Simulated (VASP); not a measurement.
# Ti (Amm2) in VASP: single point with PBE

Aim: the single point of Ti with PBE.

Program: VASP 6.6.1. These are calculated values, not measurements. Logs are shortened: lines on timing, memory, paths and dates and some standing lists are left out, and cuts for length are marked.

## (1) The cell of the first run

Symmetry: Amm2, No. 38, orthorhombic system. Conventional cell: a = 2.808 Å, b = 4.541 Å, c = 7.865 Å, α = 90.00°, β = 90.00°, γ = 90.00°. Ti (site symmetry mm2) has 14 Ti at 2.81 to 3.07 Å within 3.7 Å. Ti (site symmetry mm2) has 11 Ti at 2.62 to 3.07 Å within 3.5 Å. Ti (site symmetry mm2) has 11 Ti at 2.62 to 3.03 Å within 3.5 Å.

## (2) Single point, PBE

File INCAR:

```
SYSTEM = Ti
ALGO = Normal ; EDIFF = 1E-6
ENCUT = 500 ; GGA = PE
GGA_COMPAT = .False. ; ISIF = 2
ISMEAR = 0 ; LASPH = .True.
LCHARG = .False. ; LREAL = .False.
LWAVE = .False. ; NBANDS = 25
NELM = 120 ; PREC = Accurate
SIGMA = 0.15
```

File KPOINTS:

```
k-points
0
Gamma
  12 12 14
  0 0 0
```

File POSCAR:

```
Ti
1.0
    4.5410922605      0.0000000000      0.0000000000
   -2.2705461302      3.9327012585      0.0000000000
    0.0000000000      0.0000000000      2.8082579439
Ti
3
Direct
   -0.0094941117     -0.0189882234      0.0000000000
    0.3380803892      0.6761607784      0.5000000000
    0.6714137225      0.3428274450      0.5000000000
```

Potentials or basis: VASP PAW PBE potentials, release 64 (Ti_sv).

Launch:

```bash
$ cat potpaw_PBE.64/Ti_sv/POTCAR > POTCAR
$ mpirun -np 1 vasp_std > vasp.out
```

OUTCAR:

```text
SYSTEM = Ti
   EDIFF = 1E-6
   ENCUT = 500
   GGA = PE
   ISIF = 2
   ISMEAR = 0
   LASPH = .True.
   LREAL = .False.
   NELM = 120
   PREC = Accurate

 ion  position               nearest neighbor table
   1  0.991  0.981  0.000-   3 2.88   3 2.88
   2  0.338  0.676  0.500-   3 2.62   3 2.62   3 2.62
   3  0.671  0.343  0.500-   2 2.62   2 2.62   2 2.62   1 2.88   1 2.88

  LATTYP: Found a hexagonal cell.
 ALAT       =     4.5410922605
 C/A-ratio  =     0.6184102376

  Lattice vectors:

 A1 = (   4.5410922605,   0.0000000000,   0.0000000000)
 A2 = (  -2.2705461302,   3.9327012585,   0.0000000000)
 A3 = (   0.0000000000,   0.0000000000,   2.8082579439)

Analysis of symmetry for initial positions (statically):
=====================================================================
 Subroutine PRICEL returns:
 Original cell was already a primitive cell.

 Routine SETGRP: Setting up the symmetry group for a
 hexagonal supercell.

 Subroutine GETGRP returns: Found  4 space group operations
 (whereof  4 operations were pure point group operations)
 out of a pool of 24 trial point group operations.

The static configuration has the point symmetry C_2v.

Analysis of symmetry for dynamics (positions and initial velocities):
=====================================================================
 Subroutine PRICEL returns:
 Original cell was already a primitive cell.

 Routine SETGRP: Setting up the symmetry group for a
 hexagonal supercell.

 Subroutine GETGRP returns: Found  4 space group operations
 (whereof  4 operations were pure point group operations)
 out of a pool of 24 trial point group operations.

The dynamic configuration has the point symmetry C_2v.

 Subroutine INISYM returns: Found  4 space group operations
 (whereof  4 operations are pure point group operations),
 and found     1 'primitive' translations

----------------------------------------------------------------------------------------

                                     Primitive cell

  volume of cell :      50.1520

  direct lattice vectors                    reciprocal lattice vectors
     4.541092261  0.000000000  0.000000000     0.220211337  0.127139075  0.000000000
[... 82 lines left out ...]
   ISPIN  =      1    spin polarized calculation?
   LNONCOLLINEAR =      F non collinear calculations
   LSORBIT =      F    spin-orbit coupling
   LASPH  =      T    aspherical Exc in radial PAW
   ENCUT  =  500.0 eV  36.75 Ry    6.06 a.u.   8.28  8.28  5.12*2*pi/ulx,y,z
   NELM   =    120;   NELMIN=  2; NELMDL= -5     # of ELM steps
   EDIFF  = 0.1E-05   stopping-criterion for ELM
   LREAL  =      F    real-space projection
   EDIFFG = 0.1E-04   stopping-criterion for IOM
   NSW    =      0    number of steps for IOM
   IBRION =     -1    ionic relax: 0-MD 1-quasi-New 2-CG
   NFREE  =      0    steps in history (QN), initial steepest desc. (CG)
   ISIF   =      2    stress and relaxation
   ISYM   =      2    0-nonsym 1-usesym 2-fastsym
   POTIM  = 0.5000    time-step for ionic-motion
   TEBEG  =    0.0;   TEEND  =   0.0 temperature during run
   PSTRESS=    0.0 pullay stress
   NELECT =      36.0000    total number of electrons
   NUPDOWN=      -1.0000    fix difference up-down
   EMIN   =  10.00;   EMAX   =-10.00  energy-range for DOS
   EFERMI =   0.00;   METHOD = LEGACY
   ISMEAR =     0;   SIGMA  =   0.15  broadening in eV -4-tet -1-fermi 0-gaus
   EFERMI_NEDOS =   21; number of points for ismear=-14 and -15
   IALGO  =     38    algorithm
   IMIX   =      4    mixing-type and parameters
     AMIX     =   0.40;   BMIX     =  1.00
     AMIX_MAG =   1.60;   BMIX_MAG =  1.00
  volume/ion in A,a.u.               =      16.72       112.81
  Fermi-wavevector in a.u.,A,eV,Ry     =   1.465816  2.769991 29.233718  2.148618
  Thomas-Fermi vector in A             =   2.581628
   LORBIT       =      0    0 simple, 1 ext, 2 COOP (PROOUT), +10 PAW based schemes
   GGA     = PE    functional components
   LHFCALC =     F    Hartree Fock is set to
   AEXX    =    0.0000 exact exchange contribution
   IVDW    =     0    specifies the selected vdW correction
   LEPSILON=     F    determine dielectric tensor
   LRPA    =     F    only Hartree local field effects (RPA)
 non-spin polarized calculation
 Gauss-broadening in eV      SIGMA  =   0.15
  energy-cutoff  :      500.00
  volume of cell :       50.15
 maximum number of plane-waves:      1296
 NGX is ok and might be reduce to    36
   NGX = 17   NGY = 17   NGZ = 11

 number of electron      35.9999986 magnetization

 Free energy of the ion-electron system (eV)
  ---------------------------------------------------
  ext. energy  EPLUGINS =         0.00000000
  ---------------------------------------------------
  free energy    TOTEN  =       -23.50670345 eV

  energy without entropy =      -23.47596058  energy(sigma->0) =      -23.49133202

 E-fermi :   8.6226     XC(G=0): -11.6753

 val. band max:        8.6219775536   @ k =   0.0000   0.4167   0.1429
 cond. band min:       8.6264687761   @ k =   0.3333   0.3333   0.2857
 fundamental gap:      0.0044912225
 Fermi energy:         8.6226363879

 k-point     1 :       0.0000    0.0000    0.0000
  band No.  band energies     occupation
      1     -48.1965      2.00000
      2     -47.9543      2.00000
      3     -47.7813      2.00000
      4     -24.5420      2.00000
      5     -24.5389      2.00000
      6     -24.4229      2.00000
[... 661 lines left out ...]
     24      11.0132      0.00000
     25      11.1162      0.00000

 [... further k-points ...]

------------------------ aborting loop because EDIFF is reached ----------------------------------------

  FORCE on cell =-STRESS in cart. coord.  units (eV):
  Direction    XX          YY          ZZ          XY          YZ          ZX
  --------------------------------------------------------------------------------------
  -------------------------------------------------------------------------------------
  Total        0.9035452      1.0464685      0.8611506      0.0000000      0.0000000      0.0000000
  in kB       28.8650404     33.4309289     27.5106860      0.0000000      0.0000000      0.0000000
  external PRESSURE =      29.9355517 kB  Pullay stress =       0.0000000 kB

 VOLUME and BASIS-vectors are now :
 -----------------------------------------------------------------------------
  energy-cutoff  :      500.00
  volume of cell :       50.15
      direct lattice vectors                 reciprocal lattice vectors
     4.541092261  0.000000000  0.000000000     0.220211337  0.127139075  0.000000000
    -2.270546130  3.932701258  0.000000000     0.000000000  0.254278150  0.000000000
     0.000000000  0.000000000  2.808257944     0.000000000  0.000000000  0.356092645

 POSITION                                       TOTAL-FORCE (eV/Angst)
 -----------------------------------------------------------------------------------
      2.27055      3.85803      0.00000         0.000000      0.389243      0.000000
      0.00000      2.65914      1.40413        -0.000000     -0.148752      0.000000
      2.27055      1.34824      1.40413        -0.000000     -0.240491      0.000000
 -----------------------------------------------------------------------------------
    total drift:                                0.000001      0.000333      0.000000

  FREE ENERGIE OF THE ION-ELECTRON SYSTEM (eV)
  ---------------------------------------------------
  free  energy   TOTEN  =       -23.5067034527 eV

  energy  without entropy=      -23.4759605820  energy(sigma->0) =      -23.49133202
```

It took 2.7 min on 1 thread of Intel Xeon 6975P-C (Granite Rapids), shared host; peak memory 0.4 GiB.

What came out:

```
Free energy            : -23.5067 eV
Pressure               : 3.0 GPa
Largest force          : 0.389 eV/Å
Band gap on the k mesh : zero (band 18 reaches 8.86 eV, above the bottom of band 19 at 8.54 eV)
```

Forces on the atoms (eV/Å):
```
Ti   0.000  0.389  0.000
Ti   0.000 -0.149  0.000
Ti   0.000 -0.240  0.000
```
